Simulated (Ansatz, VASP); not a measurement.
Two plane-wave programs on Ce3HfO8

```
Ce Hf O
1.0
     5.37382    0.00000    0.00000
     0.00000    5.37382    0.00000
     0.00000    0.00000    5.37382
Ce Hf O
3 1 8
Cartesian
  2.6869 0.0000 2.6869
  2.6869 2.6869 0.0000
  0.0000 2.6869 2.6869
  0.0000 0.0000 0.0000
  4.0708 1.3030 4.0708
  1.3030 1.3030 1.3030
  4.0708 4.0708 1.3030
  1.3030 4.0708 4.0708
  1.3030 4.0708 1.3030
  4.0708 4.0708 4.0708
  1.3030 1.3030 4.0708
  4.0708 1.3030 1.3030
```

Alike in both runs: functional PBE; k mesh 6 × 6 × 6; occupations gaussian, width 0.02 eV; no spin polarisation.

Ansatz relaxed the structure, and its values are those at the end. VASP's run is a single point on that final structure, the one shown.

```csv
,VASP,Ansatz
version,VASP 6.6.1,Ansatz 0.2.0
potentials or method,"VASP PAW PBE potentials, release 64 (Ce, Hf_pv, O), cutoff 520 eV","scalar-relativistic, plane waves, PAW"
valence electrons in the cell,94,110
```

|  | VASP | Ansatz | Ansatz less VASP |
| --- | --- | --- | --- |
| gap on the k mesh at the Fermi level (eV) | 1.83 | 1.86 | +0.036 |
| least direct gap on the mesh (eV) | 1.86 | 1.89 | +0.035 |
| pressure (GPa) | -0.7 | 0.0 | +0.72 |
| rms of the force components (eV/Å) | 0.049 | 0.001 | -0.0477 |

The functional is the same, so the differences come from potentials, cutoffs and numerics. VASP's potentials hold 94 valence electrons a cell and Ansatz's 110, so a difference there can come from the potentials and not from the codes.

Neither program's run includes spin-orbit coupling.
